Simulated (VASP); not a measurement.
Here is a VASP 6.6.1 calculation.

INCAR

```
SYSTEM = SnS
PREC = Accurate
ENCUT = 500
EDIFF = 1E-6
ISMEAR = 0
SIGMA = 0.02
LREAL = .False.
LASPH = .True.
NELM = 120
ALGO = Normal
ISIF = 2
LWAVE = .False.
LCHARG = .False.
NBANDS = 50
GGA_COMPAT = .False.
```

KPOINTS

```
regular mesh
0
Gamma
  4 8 8
  0 0 0
```

POSCAR

```
SnS
1.0
   10.9737366752      0.0000000000      0.0000000000
    0.0000000000      3.9527328499      0.0000000000
    0.0000000000      0.0000000000      4.1870275492
Sn S
4 4
Direct
    0.6177576329      0.2500000000      0.3900093251
    0.3822423671      0.7500000000      0.6099906749
    0.8822423671      0.7500000000      0.8900093251
    0.1177576329      0.2500000000      0.1099906749
    0.3539696091      0.2500000000      0.0262579255
    0.6460303909      0.7500000000      0.9737420745
    0.1460303909      0.7500000000      0.5262579255
    0.8539696091      0.2500000000      0.4737420745
```

Potentials or basis: VASP PAW LDA potentials, release 64 (Sn_d, S).

The run is started by

```sh
$ cat potpaw_LDA.64/Sn_d/POTCAR potpaw_LDA.64/S/POTCAR > POTCAR
$ mpirun -np 1 vasp_std > vasp.out
```

Task: What does it give for the largest force?

Result: 0.022 eV/Å.

Task: Predict the pressure.

Result: 0.0 GPa.

Forces on the atoms (eV/Å):
```
Sn  -0.017  0.000  0.014
Sn   0.017  0.000 -0.014
Sn   0.017  0.000  0.014
Sn  -0.017  0.000 -0.014
S    0.004  0.000  0.010
S   -0.004  0.000 -0.010
S   -0.004  0.000  0.010
S    0.004  0.000 -0.010
```
